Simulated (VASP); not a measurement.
TiAl3:

```
CELL_PARAMETERS angstrom
4.05336 0.00000 0.00000
0.00000 4.05336 0.00000
0.00000 0.00000 4.05336
ATOMIC_POSITIONS crystal
Ti 0.00000 0.00000 0.00000
Al 0.50000 0.00000 0.50000
Al 0.00000 0.50000 0.50000
Al 0.50000 0.50000 0.00000
```

| Item | Value |
| --- | --- |
| Program | VASP 6.6.1 |
| Task | relaxation of cell and atoms |
| Functional | PBE |
| Potentials or basis | VASP PAW PBE potentials, release 64 (Ti_sv, Al) |
| Cutoff | 600 eV |
| k mesh | 10 × 10 × 10 |
| Occupations | gaussian, width 0.1 eV |
| Spin | no spin polarisation |

At the start: pressure -5.2 GPa; volume 16.65 Å³/atom.

Question: How do energy, volume and symmetry change on relaxing?

Answer: Over 3 steps the energy falls by 15.3 meV/atom and the volume is 15.75 Å³/atom (-5.4 %); space group Pm-3m (No. 221, to 0.05 Å).

The path:
```
step  energy change (eV)  largest force (eV/Å)  pressure (GPa)  volume (Å³)
   1              0.0000                0.0000           -5.24        66.60
   2             -0.0485                0.0000            2.75        61.48
   3             -0.0614                0.0000           -0.05        63.02
```

Final structure:
```
Ti Al
1.0
     3.97938    0.00000    0.00000
     0.00000    3.97938    0.00000
     0.00000    0.00000    3.97938
Ti Al
1 3
Direct
  0.00000 0.00000 0.00000
  0.50000 0.00000 0.50000
  0.00000 0.50000 0.50000
  0.50000 0.50000 0.00000
```
